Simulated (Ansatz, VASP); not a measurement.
**One calculation of InP, two programs**

Contents of POSCAR:

```
InP
1.0
    0.0000000000      2.8865425000      2.8425850000
    2.8865425000      0.0000000000      2.8425850000
    2.8865425000      2.8865425000      0.0000000000
In P
1 1
Direct
    0.0000000000      0.0000000000      0.0000000000
    0.7500000000      0.7500000000      0.7500000000
```

Contents of INCAR.step1:

```
PREC = Accurate
ENCUT = 520
ISMEAR = 0
SIGMA = 0.05
LREAL = F
LASPH = T
NELM = 80
NBANDS = 16
GGA = PE
ALGO = Normal
EDIFF = 1E-4
LWAVE = T
LCHARG = F
```

Contents of INCAR.step2:

```
PREC = Accurate
ENCUT = 520
EDIFF = 1E-7
ISMEAR = 0
SIGMA = 0.05
LREAL = F
LASPH = T
NELM = 80
ALGO = Normal
ISIF = 2
LWAVE = F
LCHARG = F
METAGGA = R2SCAN
LMIXTAU = T
NBANDS = 16
ISTART = 1
```

Contents of KPOINTS:

```
Automatic mesh
0
Gamma
  8 8 8
```

Input for Ansatz:

```yaml
crystal:
  lattice:
    - [0.0, 2.8865425, 2.842585]
    - [2.8865425, 0.0, 2.842585]
    - [2.8865425, 2.8865425, 0.0]
  atoms:
    - { symbol: In, position: [0.0, 0.0, 0.0] }
    - { symbol: P, position: [0.75, 0.75, 0.75] }
basis:
  ecutwfc: 500
kpoints:
  mp_grid: { grid: [8, 8, 8] }
hamiltonian:
  xc: r2scan
scf:
  occupations: { method: gaussian, width: 0.05 }
output:
  forces: true
  stress: true
  eigenvalues: true
  write_density: true
  write_potential: true
  elf: true
  volumetric_format: npy
```

Change from the starting cell: strain -0.015 along x and y, -0.030 along z, atoms carried along.

Alike in both runs: task single point; functional r2SCAN; k mesh 8 × 8 × 8; occupations gaussian, width 0.05 eV; no spin polarisation.

```csv
,VASP,Ansatz
version,VASP 6.6.1,Ansatz 0.2.0
potentials or method,"VASP PAW PBE potentials, release 64 (In_d, P), cutoff 520 eV","scalar-relativistic, plane waves, PAW"
valence electrons in the cell,18,18
```

|  | VASP | Ansatz | Ansatz less VASP |
| --- | --- | --- | --- |
| gap on the k mesh at the Fermi level (eV) | 1.47 | 1.46 | -0.007 |
| least direct gap on the mesh (eV) | 1.47 | 1.46 | -0.007 |
| pressure (GPa) | 6.8 | 6.9 | +0.15 |
| traceless stress, the component that is largest in VASP (GPa) | 0.40 | 0.40 | -0.005 |

VASP's potentials were made for PBE, not for r2SCAN.
